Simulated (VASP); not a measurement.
# TaN (I4mm) in VASP: notebook

TaN is run at these levels: r2SCAN; tasks: single point.

All numbers are computed with VASP 6.6.1; they aren't measurements. Logs are shortened: lines on timing, memory, paths and dates and some standing lists are left out, and cuts for length are marked.

**1. The cell of the first run**

The structure is tetragonal, space group I4mm (No. 107). The conventional cell has a = 3.082 Å, b = 3.082 Å, c = 4.358 Å, α = 90.00°, β = 90.00°, γ = 90.00°. Within 2.8 Å of Ta (site symmetry 4mm) lie 6 N at 2.08 to 2.28 Å. N (site symmetry 4mm) has 6 Ta at 2.08 to 2.28 Å within 2.8 Å.

**2. Single point, r2SCAN**

File POSCAR:

```
TaN
1.0
    0.0000000000      2.1790000000      2.1790000000
    2.1790000000      0.0000000000      2.1790000000
    2.1790000000      2.1790000000      0.0000000000
Ta N
1 1
Direct
    0.5000000000      0.5000000000      0.5000000000
    0.0229463056      0.0229463056     -0.0229463056
```

File INCAR.step1:

```
PREC = Accurate ; ENCUT = 520
ISMEAR = 0 ; SIGMA = 0.15
LREAL = False ; LASPH = True
NELM = 80 ; NBANDS = 15
GGA = PE ; ALGO = Normal
EDIFF = 1E-4 ; LWAVE = True
LCHARG = False
```

File INCAR.step2:

```
PREC = Accurate ; ENCUT = 520
EDIFF = 1E-7 ; ISMEAR = 0
SIGMA = 0.15 ; LREAL = False
LASPH = True ; NELM = 80
ALGO = Normal ; ISIF = 2
LWAVE = False ; LCHARG = False
METAGGA = R2SCAN ; LMIXTAU = True
NBANDS = 15 ; ISTART = 1
```

File KPOINTS:

```
regular mesh
0
Gamma
  18 18 18
```

Potentials or basis: VASP PAW PBE potentials, release 64 (Ta_pv, N).

Launch:

```console
$ cat potpaw_PBE.64/Ta_pv/POTCAR potpaw_PBE.64/N/POTCAR > POTCAR
$ cp INCAR.step1 INCAR
$ mpirun -np 1 vasp_std > vasp.out
$ cp INCAR.step2 INCAR
$ mpirun -np 1 vasp_std > vasp.out
```

OUTCAR:

```text
PREC = Accurate
   ENCUT = 520
   EDIFF = 1E-7
   ISMEAR = 0
   LREAL = False
   LASPH = True
   NELM = 80
   ISIF = 2
   METAGGA = R2SCAN
   ISTART = 1

 ion  position               nearest neighbor table
   1  0.500  0.500  0.500-   2 2.08   2 2.18   2 2.18   2 2.18   2 2.18   2 2.28
   2  0.023  0.023  0.977-   1 2.08   1 2.18   1 2.18   1 2.18   1 2.18   1 2.28

  LATTYP: Found a face centered cubic cell.
 ALAT       =     4.3580000000

  Lattice vectors:

 A1 = (   0.0000000000,   2.1790000000,   2.1790000000)
 A2 = (   2.1790000000,   0.0000000000,   2.1790000000)
 A3 = (   2.1790000000,   2.1790000000,   0.0000000000)

Analysis of symmetry for initial positions (statically):
=====================================================================
 Subroutine PRICEL returns:
 Original cell was already a primitive cell.

 Routine SETGRP: Setting up the symmetry group for a
 face centered cubic supercell.

 Subroutine GETGRP returns: Found  8 space group operations
 (whereof  8 operations were pure point group operations)
 out of a pool of 48 trial point group operations.

The static configuration has the point symmetry C_4v.

Analysis of symmetry for dynamics (positions and initial velocities):
=====================================================================
 Subroutine PRICEL returns:
 Original cell was already a primitive cell.

 Routine SETGRP: Setting up the symmetry group for a
 face centered cubic supercell.

 Subroutine GETGRP returns: Found  8 space group operations
 (whereof  8 operations were pure point group operations)
 out of a pool of 48 trial point group operations.

The dynamic configuration has the point symmetry C_4v.

 Subroutine INISYM returns: Found  8 space group operations
 (whereof  8 operations are pure point group operations),
 and found     1 'primitive' translations

----------------------------------------------------------------------------------------

                                     Primitive cell

  volume of cell :      20.6920

  direct lattice vectors                    reciprocal lattice vectors
     0.000000000  2.179000000  2.179000000    -0.229463056  0.229463056  0.229463056
     2.179000000  0.000000000  2.179000000     0.229463056 -0.229463056  0.229463056
     2.179000000  2.179000000  0.000000000     0.229463056  0.229463056 -0.229463056

  length of vectors
     3.081571352  3.081571352  3.081571352     0.397441672  0.397441672  0.397441672

  position of ions in fractional coordinates (direct lattice)
     0.500000000  0.500000000  0.500000000
     0.022946306  0.022946306  0.977053694

  ion indices of the primitive-cell ions
   primitive index   ion index
                 1           1
                 2           2

----------------------------------------------------------------------------------------

 KPOINTS: regular mesh

Automatic generation of k-mesh.
 Grid dimensions read from file:
 generate k-points for:   18   18   18

 Generating k-lattice:

  Cartesian coordinates                     Fractional coordinates (reciprocal lattice)
    -0.012747948  0.012747948  0.012747948     0.055555556  0.000000000  0.000000000
     0.012747948 -0.012747948  0.012747948     0.000000000  0.055555556  0.000000000
     0.012747948  0.012747948 -0.012747948     0.000000000  0.000000000  0.055555556

  Length of vectors
     0.022080093  0.022080093  0.022080093

  Shift w.r.t. Gamma in fractional coordinates (k-lattice)
     0.000000000  0.000000000  0.000000000

 Subroutine IBZKPT returns following result:
 ===========================================

 Found    480 irreducible k-points:

 Following reciprocal coordinates:
            Coordinates               Weight
  0.000000  0.000000  0.000000      1.000000
  0.055556  0.000000  0.000000      8.000000
  0.111111  0.000000  0.000000      8.000000
  0.166667  0.000000  0.000000      8.000000
  0.222222  0.000000  0.000000      8.000000
  0.277778  0.000000  0.000000      8.000000
[... 16 lines left out ...]
  0.388889  0.055556  0.000000      8.000000
  0.000000  0.388889  0.055556     16.000000
 [... further k-points ...]
   k-points           NKPTS =    480   k-points in BZ     NKDIM =    480   number of bands    NBANDS=     15
   number of dos      NEDOS =    301   number of ions     NIONS =      2
   total plane-waves  NPLWV =  13824
   dimension x,y,z NGX =    24 NGY =   24 NGZ =   24
   dimension x,y,z NGXF=    48 NGYF=   48 NGZF=   48
   ions per type =               1   1
   NGX,Y,Z   is equivalent  to a cutoff of  12.95, 12.95, 12.95 a.u.
   NGXF,Y,Z  is equivalent  to a cutoff of  25.90, 25.90, 25.90 a.u.
 SYSTEM =  unknown system
   PREC   = accura    normal or accurate (medium, high low for compatibility)
   ISTART =      1    job   : 0-new  1-cont  2-samecut
   ICHARG =      0    charge: 1-file 2-atom 10-const
   ISPIN  =      1    spin polarized calculation?
   LNONCOLLINEAR =      F non collinear calculations
   LSORBIT =      F    spin-orbit coupling
   LASPH  =      T    aspherical Exc in radial PAW
   ENCUT  =  520.0 eV  38.22 Ry    6.18 a.u.   5.73  5.73  5.73*2*pi/ulx,y,z
   NELM   =     80;   NELMIN=  2; NELMDL=  0     # of ELM steps
   EDIFF  = 0.1E-06   stopping-criterion for ELM
   LREAL  =      F    real-space projection
   EDIFFG = 0.1E-05   stopping-criterion for IOM
   NSW    =      0    number of steps for IOM
   IBRION =     -1    ionic relax: 0-MD 1-quasi-New 2-CG
   NFREE  =      0    steps in history (QN), initial steepest desc. (CG)
   ISIF   =      2    stress and relaxation
   ISYM   =      2    0-nonsym 1-usesym 2-fastsym
   POTIM  = 0.5000    time-step for ionic-motion
   TEBEG  =    0.0;   TEEND  =   0.0 temperature during run
   PSTRESS=    0.0 pullay stress
   NELECT =      16.0000    total number of electrons
   NUPDOWN=      -1.0000    fix difference up-down
   EMIN   =  10.00;   EMAX   =-10.00  energy-range for DOS
   EFERMI =   0.00;   METHOD = LEGACY
   ISMEAR =     0;   SIGMA  =   0.15  broadening in eV -4-tet -1-fermi 0-gaus
   EFERMI_NEDOS =   21; number of points for ismear=-14 and -15
   IALGO  =     38    algorithm
   IMIX   =      4    mixing-type and parameters
     AMIX     =   0.40;   BMIX     =  1.00
     AMIX_MAG =   1.60;   BMIX_MAG =  1.00
  volume/ion in A,a.u.               =      10.35        69.82
  Fermi-wavevector in a.u.,A,eV,Ry     =   1.502615  2.839530 30.719922  2.257851
  Thomas-Fermi vector in A             =   2.613832
   LORBIT       =      0    0 simple, 1 ext, 2 COOP (PROOUT), +10 PAW based schemes
   METAGGA = R2SCAN    functional components
   LHFCALC =     F    Hartree Fock is set to
   AEXX    =    0.0000 exact exchange contribution
   IVDW    =     0    specifies the selected vdW correction
   LEPSILON=     F    determine dielectric tensor
   LRPA    =     F    only Hartree local field effects (RPA)
 non-spin polarized calculation
 Gauss-broadening in eV      SIGMA  =   0.15
  energy-cutoff  :      520.00
  volume of cell :       20.69
 maximum number of plane-waves:       568
   NGX = 11   NGY = 11   NGZ = 11

 number of electron      16.0000000 magnetization

 Free energy of the ion-electron system (eV)
  ---------------------------------------------------
  ext. energy  EPLUGINS =         0.00000000
  ---------------------------------------------------
  free energy    TOTEN  =       -59.56240070 eV

  energy without entropy =      -59.55387308  energy(sigma->0) =      -59.55813689

 E-fermi :   9.9146     XC(G=0): -14.6260

 val. band max:        9.9120558721   @ k =   0.3333   0.1111  -0.2778
 cond. band min:       9.9154681253   @ k =   0.3889   0.0556   0.0000
 fundamental gap:      0.0034122531
 Fermi energy:         9.9146275181

 k-point     1 :       0.0000    0.0000    0.0000
  band No.  band energies     occupation
      1     -27.1652      2.00000
      2     -27.1514      2.00000
      3     -27.1514      2.00000
      4     -10.3224      2.00000
      5       5.4224      2.00000
      6       5.4224      2.00000
      7       5.4465      2.00000
      8       7.6917      2.00000
      9       7.9933      2.00000
     10       7.9933      2.00000
     11      10.0733      0.13457
     12      10.3990      0.00000
     13      11.9163      0.00000
     14      19.5892      0.00000
     15      19.8834      0.00000

 k-point     2 :       0.0556    0.0000    0.0000
  band No.  band energies     occupation
      1     -27.1906      2.00000
      2     -27.1612      2.00000
      3     -27.1542      2.00000
      4     -10.2419      2.00000
      5       4.9025      2.00000
      6       5.1998      2.00000
      7       5.4135      2.00000
      8       7.7360      2.00000
      9       8.0440      2.00000
     10       8.1263      2.00000
     11      10.4221      0.00000
     12      10.7180      0.00000
     13      12.1578      0.00000
     14      19.5892      0.00000
     15      20.1306      0.00000

 k-point     3 :       0.1111    0.0000    0.0000
  band No.  band energies     occupation
      1     -27.2813      2.00000
      2     -27.1703      2.00000
      3     -27.1622      2.00000
      4     -10.0081      2.00000
      5       4.0695      2.00000
      6       4.6582      2.00000
      7       4.8757      2.00000
      8       7.9695      2.00000
      9       8.2516      2.00000
     10       8.3872      2.00000
     11      11.2781      0.00000
     12      11.5175      0.00000
     13      12.7948      0.00000
     14      19.5891      0.00000
     15      20.8265      0.00000
[... 343 lines left out ...]
 k-point    23 :       0.3889    0.0556    0.0000
  band No.  band energies     occupation
      1     -27.9872      2.00000
      2     -27.2458      2.00000
      3     -27.2420      2.00000
      4      -7.8098      2.00000
      5      -0.2119      2.00000
      6       2.0583      2.00000
      7       2.2546      2.00000
      8       9.9155      0.99368
      9      11.2778      0.00000
     10      11.4263      0.00000
     11      15.1792      0.00000
     12      16.0580      0.00000
     13      17.4708      0.00000
     14      19.5863      0.00000
     15      22.6364      0.00000

 k-point    24 :       0.0000    0.3889    0.0556
  band No.  band energies     occupation
      1     -27.9857      2.00000
      2     -27.2529      2.00000
      3     -27.2360      2.00000
      4      -7.8128      2.00000
      5      -0.2112      2.00000
      6       2.0280      2.00000
      7       2.2951      2.00000
      8       9.8752      1.28964
      9      11.2638      0.00000
     10      11.4277      0.00000
     11      15.2443      0.00000
     12      16.2320      0.00000
     13      17.2665      0.00000
     14      19.5862      0.00000
     15      22.5955      0.00000

 [... further k-points ...]
[... 5 lines left out ...]
  --------------------------------------------------------------------------------------
  -------------------------------------------------------------------------------------
  Total        1.5413505      1.5413505      2.2441743      0.0000000     -0.0000000      0.0000000
  in kB      119.3466658    119.3466658    173.7662708      0.0000000     -0.0000000      0.0000000
  external PRESSURE =     137.4865341 kB  Pullay stress =       0.0000000 kB

 VOLUME and BASIS-vectors are now :
 -----------------------------------------------------------------------------
  energy-cutoff  :      520.00
  volume of cell :       20.69
      direct lattice vectors                 reciprocal lattice vectors
     0.000000000  2.179000000  2.179000000    -0.229463056  0.229463056  0.229463056
     2.179000000  0.000000000  2.179000000     0.229463056 -0.229463056  0.229463056
     2.179000000  2.179000000  0.000000000     0.229463056  0.229463056 -0.229463056

 POSITION                                       TOTAL-FORCE (eV/Angst)
 -----------------------------------------------------------------------------------
      2.17900      2.17900      2.17900         0.000000      0.000000      0.928219
      2.17900      2.17900      0.10000         0.000000      0.000000     -0.928219
 -----------------------------------------------------------------------------------
    total drift:                               -0.000001     -0.000001      0.000985

  FREE ENERGIE OF THE ION-ELECTRON SYSTEM (eV)
  ---------------------------------------------------
  free  energy   TOTEN  =       -59.5624007020 eV

  energy  without entropy=      -59.5538730826  energy(sigma->0) =      -59.55813689
```

Run time: 5.6 min. Hardware: 1 thread of AMD EPYC 9R45 (Zen 5), shared host; peak memory 0.24 GiB.

Results:

| Property | Result |
| --- | --- |
| Free energy | -59.5624 eV |
| Pressure | 13.7 GPa |
| Largest force | 0.928 eV/Å |
| Band gap on the k mesh | zero (band 8 reaches 11.88 eV, above the bottom of band 9 at 7.97 eV) |

Forces on the atoms (eV/Å):
```
Ta   0.000  0.000  0.928
N    0.000  0.000 -0.928
```

Levels at points of the mesh, in eV from the Fermi level:
```tsv
k point	band 4	band 5	band 6	band 7	band 8	band 9	band 10	band 11	band 12	band 13
(0.00, 0.00, 0.00)	-20.24	-4.49	-4.49	-4.47	-2.22	-1.92	-1.92	0.16	0.48	2.00
(0.50, 0.00, 0.00)	-17.08	-11.04	-8.19	-8.17	1.96	2.05	2.15	4.12	7.93	8.27
(0.50, 0.50, 0.00)	-18.99	-7.11	-5.80	-5.07	-5.07	2.33	3.72	3.72	4.84	7.31
(0.00, 0.50, 0.50)	-19.00	-7.15	-6.35	-5.11	-4.48	2.40	3.73	3.73	4.96	7.71
```

Caveat: the cell differs from its parent crystal (all N atoms moved -0.100 Å, as atom 2 towards its neighbour atom 1 (Ta) at 2.179 Å); the PAW data sets were made with another functional, which shifts forces and pressure a little; spin-orbit coupling is left out, which moves the levels of the heavy elements.

(Continued in part 2 of 2.)
